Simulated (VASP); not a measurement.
Set up this calculation in VASP 6.6.1, as the native input.

```
Task                   : single point
Functional             : PBE
Potentials or basis    : VASP PAW PBE potentials, release 64 (Mn_pv)
Cutoff                 : 520 eV
k mesh                 : 10 × 10 × 6
Occupations            : fermi-dirac, width 0.05 eV
Spin                   : collinear spin, ferromagnetic start
Starting moments       : [8.0, 8.0] μB
Fixed moment           : 16 μB
Dipole correction      : no
Further INCAR settings : ALGO = Normal; EDIFF = 1e-07; NBANDS = 24
```

The structure of Mn lies in POSCAR:

```
Mn
1.0
    2.4836457705      0.0000000000      0.0000000000
   -1.2418228853      2.1509003313      0.0000000000
    0.0000000000      0.0000000000      4.0261950000
Mn
2
Direct
    0.3333333333      0.6666666667      0.2500000000
    0.6666666667      0.3333333333      0.7500000000
```

These files were run (other wordings do the same):

INCAR

```
SYSTEM = Mn
  PREC = Accurate
  ENCUT = 520
  EDIFF = 1E-7
  ISMEAR = -1
  SIGMA = 0.05
  LREAL = .False.
  LASPH = .True.
  NELM = 150
  ALGO = Normal
  ISIF = 2
  LWAVE = .False.
  LCHARG = .False.
  ISPIN = 2
  MAGMOM = 8 8
  LORBIT = 11
  NUPDOWN = 16.0
  LMAXMIX = 4
  GGA = PE
  NBANDS = 24
```

KPOINTS

```
Automatic mesh
0
Gamma
  10 10 6
  0 0 0
```

Potentials or basis: VASP PAW PBE potentials, release 64 (Mn_pv).

Launch:

```console
$ cat potpaw_PBE.64/Mn_pv/POTCAR > POTCAR
$ mpirun -np 1 vasp_std > vasp.out
```

Results of the run:

```json
{
  "Pressure": "453.2 GPa",
  "Net moment": "16.00 μB per cell",
  "Site moments": "Mn +7.03 μB",
  "Valence electrons inside the program's atomic spheres": "Mn 11.99"
}
```

Caveat: the total moment is fixed, so each spin has its own Fermi level.

Run time: 32 s on 1 thread of Intel(R) Xeon(R) 6975P-C (Granite Rapids) (shared host), peak memory 0.15 GiB.
